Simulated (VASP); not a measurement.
# MgO2 (R-3m) in VASP: notebook, part 2 of 2

VASP 6.6.1. The steps go on from the part before.

### 4 Single point, r2SCAN

This run uses another cell than the first one, of the same volume but with other edges.

The input, POSCAR:

```
MgO2
1.0
    1.6499891555      0.9526216831      3.3050560301
   -1.6499891555      0.9526216831      3.3050560301
    0.0000000000     -1.9052433662      3.3050560301
Mg O
1 2
Direct
    0.0000000000      0.0000000000      0.0000000000
    0.4287860000      0.4287860000      0.4287860000
    0.5712140000      0.5712140000      0.5712140000
```

The input, INCAR.step1:

```
SYSTEM = MgO2
ALGO     = Normal         ! electronic algorithm
EDIFF    = 1E-4           ! SCF threshold, eV
ENCUT    = 520            ! plane-wave cutoff, eV
GGA      = PE             ! functional
ISMEAR   = 0              ! smearing method
LASPH    = .True.         ! aspherical terms in the spheres
LCHARG   = .False.        ! write CHGCAR
LREAL    = .False.        ! projectors in reciprocal space
LWAVE    = .True.         ! write WAVECAR
NBANDS   = 14             ! bands
NELM     = 80             ! most SCF steps
PREC     = Accurate       ! precision mode
SIGMA    = 0.05           ! smearing width, eV
```

The input, INCAR.step2:

```
SYSTEM = MgO2
ALGO     = Normal         ! electronic algorithm
EDIFF    = 1E-7           ! SCF threshold, eV
ENCUT    = 520            ! plane-wave cutoff, eV
ISIF     = 2              ! what is computed and relaxed
ISMEAR   = 0              ! smearing method
ISTART   = 1            
LASPH    = .True.         ! aspherical terms in the spheres
LCHARG   = .False.        ! write CHGCAR
LMIXTAU  = .True.       
LREAL    = .False.        ! projectors in reciprocal space
LWAVE    = .False.        ! write WAVECAR
METAGGA  = R2SCAN         ! meta-GGA
NBANDS   = 14             ! bands
NELM     = 80             ! most SCF steps
PREC     = Accurate       ! precision mode
SIGMA    = 0.05           ! smearing width, eV
```

The input, KPOINTS:

```
k-points
0
Gamma
  12 12 12
  0 0 0
```

Potentials or basis: VASP PAW PBE potentials, release 64 (Mg, O).

The run is started by

```sh
> cat potpaw_PBE.64/Mg/POTCAR potpaw_PBE.64/O/POTCAR > POTCAR
> cp INCAR.step1 INCAR
> mpirun -np 1 vasp_std > vasp.out
> cp INCAR.step2 INCAR
> mpirun -np 1 vasp_std > vasp.out
```

OUTCAR:

```text
SYSTEM = MgO2
   EDIFF = 1E-7
   ENCUT = 520
   ISIF = 2
   ISMEAR = 0
   ISTART = 1
   LASPH = .True.
   LREAL = .False.
   METAGGA = R2SCAN
   NELM = 80
   PREC = Accurate

 ion  position               nearest neighbor table
   1  0.000  0.000  0.000-   3 2.13   3 2.13   2 2.13   2 2.13   3 2.13   2 2.13
   2  0.429  0.429  0.429-   3 1.41   1 2.13   1 2.13   1 2.13
   3  0.571  0.571  0.571-   2 1.41   1 2.13   1 2.13   1 2.13

  LATTYP: Found a trigonal (rhomboedric) cell.
 ALAT       =     3.8148850109
 COS(alpha) =     0.6258641957

  Lattice vectors:

 A1 = (   1.6499891555,   0.9526216831,   3.3050560301)
 A2 = (  -1.6499891555,   0.9526216831,   3.3050560301)
 A3 = (   0.0000000000,  -1.9052433662,   3.3050560301)

Analysis of symmetry for initial positions (statically):
=====================================================================
 Subroutine PRICEL returns:
 Original cell was already a primitive cell.

 Routine SETGRP: Setting up the symmetry group for a
 trigonal (rhombohedral) supercell.

 Subroutine GETGRP returns: Found 12 space group operations
 (whereof 12 operations were pure point group operations)
 out of a pool of 12 trial point group operations.

The static configuration has the point symmetry D_3d.

Analysis of symmetry for dynamics (positions and initial velocities):
=====================================================================
 Subroutine PRICEL returns:
 Original cell was already a primitive cell.

 Routine SETGRP: Setting up the symmetry group for a
 trigonal (rhombohedral) supercell.

 Subroutine GETGRP returns: Found 12 space group operations
 (whereof 12 operations were pure point group operations)
 out of a pool of 12 trial point group operations.

The dynamic configuration has the point symmetry D_3d.

 Subroutine INISYM returns: Found 12 space group operations
 (whereof 12 operations are pure point group operations),
 and found     1 'primitive' translations

----------------------------------------------------------------------------------------

[... 126 lines left out ...]
 Gauss-broadening in eV      SIGMA  =   0.05
  energy-cutoff  :      520.00
  volume of cell :       31.17
 maximum number of plane-waves:       853
   NGX = 15   NGY = 15   NGZ = 15

 number of electron      13.9999998 magnetization

 Free energy of the ion-electron system (eV)
  ---------------------------------------------------
  ext. energy  EPLUGINS =         0.00000000
  ---------------------------------------------------
  free energy    TOTEN  =       -21.34751147 eV

  energy without entropy =      -21.34751147  energy(sigma->0) =      -21.34751147

 E-fermi :   3.0068     XC(G=0): -10.7021

 val. band max:        2.7473238898   @ k =   0.5000   0.5000   0.5000
 cond. band min:       6.3612944953   @ k =   0.3333   0.3333   0.3333
 fundamental gap:      3.6139706056
 Fermi energy:         3.0068140826

 k-point     1 :       0.0000    0.0000    0.0000
  band No.  band energies     occupation
      1     -20.7289      2.00000
      2     -12.3406      2.00000
      3      -5.3196      2.00000
      4      -1.5524      2.00000
      5      -1.5524      2.00000
      6       1.7878      2.00000
      7       1.7878      2.00000
      8       7.0955      0.00000
      9       9.2793      0.00000
     10      16.5221      0.00000
     11      17.3483      0.00000
     12      17.3483      0.00000
     13      18.6006      0.00000
     14      19.5505      0.00000
[... 377 lines left out ...]
      1     -20.3027      2.00000
      2     -12.8355      2.00000
      3      -4.4386      2.00000
      4      -3.5800      2.00000
      5      -2.1429      2.00000
      6       1.2299      2.00000
      7       1.8249      2.00000
      8       8.6762      0.00000
      9      11.8559      0.00000
     10      12.7774      0.00000
     11      16.1436      0.00000
     12      18.2451      0.00000
     13      18.9217      0.00000
     14      19.7712      0.00000

 [... further k-points ...]

------------------------ aborting loop because EDIFF is reached ----------------------------------------

  FORCE on cell =-STRESS in cart. coord.  units (eV):
  Direction    XX          YY          ZZ          XY          YZ          ZX
  --------------------------------------------------------------------------------------
  -------------------------------------------------------------------------------------
  Total       -2.4101169     -2.4101169      4.8811029      0.0000000      0.0000000      0.0000000
  in kB     -123.8845234   -123.8845234    250.8978351      0.0000000      0.0000000      0.0000000
  external PRESSURE =       1.0429294 kB  Pullay stress =       0.0000000 kB

 VOLUME and BASIS-vectors are now :
 -----------------------------------------------------------------------------
  energy-cutoff  :      520.00
  volume of cell :       31.17
      direct lattice vectors                 reciprocal lattice vectors
     1.649989155  0.952621683  3.305056030     0.303032295  0.174955777  0.100855577
    -1.649989155  0.952621683  3.305056030    -0.303032295  0.174955777  0.100855577
     0.000000000 -1.905243366  3.305056030     0.000000000 -0.349911554  0.100855577

 POSITION                                       TOTAL-FORCE (eV/Angst)
 -----------------------------------------------------------------------------------
      0.00000      0.00000      0.00000         0.000000      0.000000      0.000000
      0.00000      0.00000      4.25149        -0.000000      0.000000     -2.479766
      0.00000      0.00000      5.66368        -0.000000     -0.000000      2.479766
 -----------------------------------------------------------------------------------
    total drift:                               -0.000000      0.000000      0.000000

  FREE ENERGIE OF THE ION-ELECTRON SYSTEM (eV)
  ---------------------------------------------------
  free  energy   TOTEN  =       -21.3475114674 eV

  energy  without entropy=      -21.3475114674  energy(sigma->0) =      -21.34751147
```

OUTCAR.step1:

```text
SYSTEM = MgO2
   EDIFF = 1E-4
   ENCUT = 520
   GGA = PE
   ISMEAR = 0
   LASPH = .True.
   LREAL = .False.
   NELM = 80
[... 631 lines left out ...]
      0.00000      0.00000      0.00000         0.000000      0.000000      0.000000
      0.00000      0.00000      4.25149        -0.000000      0.000000     -2.461978
      0.00000      0.00000      5.66368        -0.000000      0.000000      2.461978
 -----------------------------------------------------------------------------------
    total drift:                               -0.000000      0.000000      0.000000

  FREE ENERGIE OF THE ION-ELECTRON SYSTEM (eV)
  ---------------------------------------------------
  free  energy   TOTEN  =       -16.1748863310 eV

  energy  without entropy=      -16.1748863310  energy(sigma->0) =      -16.17488633
```

OSZICAR.step1:

```text
N       E                     dE             d eps       ncg     rms          rms(c)
DAV:   1     0.503458804389E+02    0.50346E+02   -0.75702E+03  5796   0.912E+02
DAV:   2    -0.152777321368E+02   -0.65624E+02   -0.60610E+02  6922   0.198E+02
DAV:   3    -0.177812905342E+02   -0.25036E+01   -0.24969E+01  6216   0.377E+01
DAV:   4    -0.177908767757E+02   -0.95862E-02   -0.95858E-02  6372   0.267E+00
DAV:   5    -0.177909260366E+02   -0.49261E-04   -0.49260E-04  6258   0.180E-01    0.877E+00
DAV:   6    -0.162899944688E+02    0.15009E+01   -0.25009E+00  5712   0.131E+01    0.358E+00
DAV:   7    -0.161755371781E+02    0.11446E+00   -0.20660E-01  6150   0.390E+00    0.175E+00
DAV:   8    -0.161731195780E+02    0.24176E-02   -0.67691E-02  5448   0.244E+00    0.268E-01
DAV:   9    -0.161748783517E+02   -0.17588E-02   -0.13975E-02  5694   0.887E-01    0.113E-01
DAV:  10    -0.161748863310E+02   -0.79793E-05   -0.95648E-04  6330   0.273E-01
   1 F= -.16174886E+02 E0= -.16174886E+02  d E =-.175983E-23
```

Run time: 2.8 min. Hardware: 1 thread of Intel Xeon 6975P-C (Granite Rapids), shared host; peak memory 0.22 GiB.

What came out:

```yaml
Free_energy: -21.3475 eV
Pressure: 0.1 GPa
Largest_force: 2.480 eV/Å
Band_gap_on_the_k_mesh: 3.61 eV, indirect (least direct gap 3.83 eV)
```

Forces in eV/Å, atoms in the order of the input:
```
Mg   0.000  0.000  0.000
O    0.000  0.000 -2.480
O    0.000  0.000  2.480
```

Caveat: the PAW data sets were made with another functional, which shifts forces and pressure a little. A k mesh can miss the band edges.

### 5 Overview

```tsv
cell	gap on the mesh (eV)	pressure (GPa)	largest force (eV/Å)
a = 3.695 Å, angles 54.6°, 3 atoms	2.82	8.0	5.94
a = 4.314 Å, angles 41.0°, 3 atoms	0.36	-11.0	2.02
a = 3.815 Å, angles 51.3°, 3 atoms	3.61	0.1	2.48
```

Alike in all rows: task single point; level r2SCAN; potentials or basis VASP PAW PBE potentials, release 64 (Mg, O); no spin polarisation; k mesh 12 × 12 × 12; cutoff (eV) 520; smearing gaussian 0.05 eV.

Caveats: the PAW data sets were made with another functional, which shifts forces and pressure a little.

Total energies depend on the potentials used, so only differences within one code and one set of settings carry meaning.
